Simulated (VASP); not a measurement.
Set up this calculation in VASP 6.6.1, as the native input.

* Task: relaxation of cell and atoms
* Functional: LDA
* Potentials or basis: VASP PAW LDA potentials, release 64 (Li_sv)
* Cutoff: 600 eV
* k mesh: 10 × 10 × 10
* Occupations: fermi-dirac, width 0.1 eV
* Spin: no spin polarisation
* Target pressure: 20 GPa
* Dipole correction: no
* Further INCAR settings: ALGO = Normal; EDIFF = 1e-07; IBRION = 2; EDIFFG = -0.05; NSW = 100; ISIF = 3

The structure of Li lies in POSCAR:

```
Li
1.0
    1.5505000000      0.8951820000      7.5883000000
   -1.5505000000      0.8951820000      7.5883000000
    0.0000000000     -1.7903630000      7.5883000000
Li
3
Direct
    0.0000000000      0.0000000000      0.0000000000
    0.2220000000      0.2220000000      0.2220000000
    0.7780000000      0.7780000000      0.7780000000
```

The input as run:

INCAR

```
SYSTEM = Li
ALGO = Normal ; EDIFF = 1E-7
EDIFFG = -0.05 ; ENCUT = 600
IBRION = 2 ; ISIF = 3
ISMEAR = -1 ; LASPH = .True.
LCHARG = .False. ; LREAL = .False.
LWAVE = .False. ; NELM = 80
NSW = 100 ; PREC = Accurate
PSTRESS = 200.0 ; SIGMA = 0.1
```

KPOINTS

```
k-points
0
Gamma
  10 10 10
  0 0 0
```

Potentials or basis: VASP PAW LDA potentials, release 64 (Li_sv).

Launch:

```bash
$ cat potpaw_LDA.64/Li_sv/POTCAR > POTCAR
$ mpirun -np 1 vasp_std > vasp.out
```

It gave:

```json
{
 "Relaxed volume": "11.01 Å³/atom",
 "Relaxed cell": "a = 6.269 Å, b = 6.269 Å, c = 6.269 Å, α = 23.01°, β = 23.01°, γ = 23.01°",
 "Space group after relaxing (to 0.1 Å)": "R-3m (No. 166)",
 "Energy change on relaxing (the run minimises the enthalpy)": "+317.6 meV/atom",
 "Ionic steps": "4",
 "Pressure after relaxing": "20.3 GPa",
 "Largest force after relaxing": "0.029 eV/Å",
 "Band gap on the k mesh": "zero (an odd number of electrons rules out a gap without spin polarisation)"
}
```

Caveat: the cutoff is under 1.25 times the usual one of these potentials, so pressure, stress and relaxed cells hold a basis-set (Pulay) error; the cell is relaxed towards a set pressure, so the run minimises the enthalpy, not the energy; the volume moved by over 15 % at a fixed basis, so the end points are rough; the relaxation stopped at a loose force limit of 0.05 eV/Å, so its end isn't a converged minimum.

Run time: 11 min on 1 thread of Intel(R) Xeon(R) Platinum 8559C (Emerald Rapids) (shared host), peak memory 0.42 GiB.
